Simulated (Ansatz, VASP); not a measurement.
**TiTe2 in VASP and in Ansatz**

File INCAR:

```
SYSTEM = TiTe2
PREC = Accurate
ENCUT = 520
EDIFF = 1E-6
ISMEAR = -1
SIGMA = 0.05
LREAL = .FALSE.
LASPH = .TRUE.
NELM = 80
ALGO = Normal
ISIF = 2
LWAVE = .FALSE.
LCHARG = .FALSE.
GGA = PS
NBANDS = 19
```

File KPOINTS:

```
Automatic mesh
0
G
  8 8 4
  0 0 0
```

Contents of POSCAR:

```
TiTe2
1.0
    3.8510776303      0.0000000000      0.0000000000
   -1.9255388151      3.3351310598      0.0000000000
    0.0000000000      0.0000000000      6.6254441201
Te Ti
2 1
Direct
    0.3333333333      0.6666666667      0.7372000000
    0.6666666667      0.3333333333      0.2628000000
    0.0000000000      0.0000000000      0.0000000000
```

File input.yaml:

```yaml
crystal:
  lattice:
    - [3.8510776303, 0.0, 0.0]
    - [-1.9255388151, 3.3351310598, 0.0]
    - [0.0, 0.0, 6.6254441201]
  atoms:
    - { symbol: Te, position: [0.3333333333, 0.6666666667, 0.7372] }
    - { symbol: Te, position: [0.6666666667, 0.3333333333, 0.2628] }
    - { symbol: Ti, position: [0.0, 0.0, 0.0] }
kpoints:
  mp_grid: { grid: [8, 8, 4] }
scf:
  occupations: { method: fermi_dirac, width: 0.05 }
hamiltonian:
  xc: pbesol
  pseudopotentials: { kind: all_electron, lapw: { basis_error: 0.002 } }
output:
  forces: true
  stress: true
  eigenvalues: true
```

Change from the starting cell: volume scaled by 1.06.

Alike in both runs: task single point; functional PBEsol; k mesh 8 × 8 × 4; occupations fermi-dirac, width 0.05 eV; no spin polarisation.

```csv
,VASP,Ansatz
version,VASP 6.6.1,Ansatz 0.2.0
potentials or method,"VASP PAW PBE potentials, release 64 (Te, Ti_sv), cutoff 520 eV","all-electron LAPW, scalar-relativistic"
```

```tsv
	VASP	Ansatz	Ansatz less VASP
gap on the k mesh at the Fermi level (eV)	none	none	-
pressure (GPa)	-5.3	-5.3	-0.04
traceless stress, the component that is largest in VASP (GPa)	0.15	0.14	-0.013
rms of the force components (eV/Å)	0.263	0.273	+0.0092
```

VASP's potentials were made for PBE, not for PBEsol. Atom by atom the forces differ by 0.009 eV/Å (rms over components). A gap of «none» marks a metal or a gap that the smearing closes. Ansatz ran all-electron here, and VASP with PAW potentials.

Neither program's run includes spin-orbit coupling.
